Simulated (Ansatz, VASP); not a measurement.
## Two plane-wave programs on LuAl3N4

The input INCAR:

```
SYSTEM = LuAl3N4
PREC     = Accurate       ! precision mode
ENCUT    = 520            ! plane-wave cutoff, eV
EDIFF    = 1E-6           ! SCF threshold, eV
ISMEAR   = 0              ! smearing method
SIGMA    = 0.1            ! smearing width, eV
LREAL    = .FALSE.        ! projectors in reciprocal space
LASPH    = .TRUE.         ! aspherical terms in the spheres
NELM     = 80             ! most SCF steps
ALGO     = Normal         ! electronic algorithm
ISIF     = 2              ! what is computed and relaxed
LWAVE    = .FALSE.        ! write WAVECAR
LCHARG   = .FALSE.        ! write CHGCAR
GGA      = PE             ! functional
NBANDS   = 37             ! bands
```

File KPOINTS:

```
regular mesh
0
G
  6 6 2
  0 0 0
```

POSCAR

```
LuAl3N4
1.0
    3.2041210862      0.0000000000      0.0000000000
   -1.6020605431      2.7748502574      0.0000000000
    0.0000000000      0.0000000000     10.5018088898
Lu Al N
1 3 4
Direct
    1.0000000000      1.0000000000      0.9024435749
    0.3333333333      0.6666666667      0.6544826589
    0.3333333333      0.6666666667      0.1780167657
    0.6666666667      0.3333333333      0.4165746469
    0.3333333333      0.6666666667      0.4759933563
    0.3333333333      0.6666666667      0.9999624971
    0.6666666667      0.3333333333      0.2377942014
    0.6666666667      0.3333333333      0.7212322990
```

Input for Ansatz:

```yaml
crystal:
  lattice:
    - [3.2041210862, 0.0, 0.0]
    - [-1.6020605431, 2.7748502574, 0.0]
    - [0.0, 0.0, 10.5018088898]
  atoms:
    - { symbol: Lu, position: [1.0, 1.0, 0.9024435749] }
    - { symbol: Al, position: [0.3333333333, 0.6666666667, 0.6544826589] }
    - { symbol: Al, position: [0.3333333333, 0.6666666667, 0.1780167657] }
    - { symbol: Al, position: [0.6666666667, 0.3333333333, 0.4165746469] }
    - { symbol: "N", position: [0.3333333333, 0.6666666667, 0.4759933563] }
    - { symbol: "N", position: [0.3333333333, 0.6666666667, 0.9999624971] }
    - { symbol: "N", position: [0.6666666667, 0.3333333333, 0.2377942014] }
    - { symbol: "N", position: [0.6666666667, 0.3333333333, 0.721232299] }
basis:
  ecutwfc: 420
kpoints:
  mp_grid: { grid: [6, 6, 2] }
hamiltonian:
  xc: pbe
scf:
  occupations: { method: gaussian, width: 0.1 }
  lower_state_search: "off"
output:
  forces: true
  stress: true
  eigenvalues: true
```

Alike in both runs: task single point; functional PBE; k mesh 6 × 6 × 2; occupations gaussian, width 0.1 eV; no spin polarisation.

|  | VASP | Ansatz |
| --- | --- | --- |
| version | VASP 6.6.1 | Ansatz 0.2.0 |
| potentials or method | VASP PAW PBE potentials, release 64 (Lu, Al, N), cutoff 520 eV | scalar-relativistic, plane waves, PAW |
| valence electrons in the cell | 54 | 54 |

Ansatz gave:

| Quantity | Value |
| --- | --- |
| gap on the k mesh at the Fermi level (eV) | 2.87 |
| least direct gap on the mesh (eV) | 2.87 |
| pressure (GPa) | 0.0 |
| rms of the force components (eV/Å) | 0.002 |

Estimate VASP's values.

gap on the k mesh at the Fermi level (eV): 2.86; least direct gap on the mesh (eV): 2.86; pressure (GPa): 0.2; rms of the force components (eV/Å): 0.036.

Atom by atom the forces differ by 0.036 eV/Å (rms over components).

Spin-orbit coupling is off throughout.
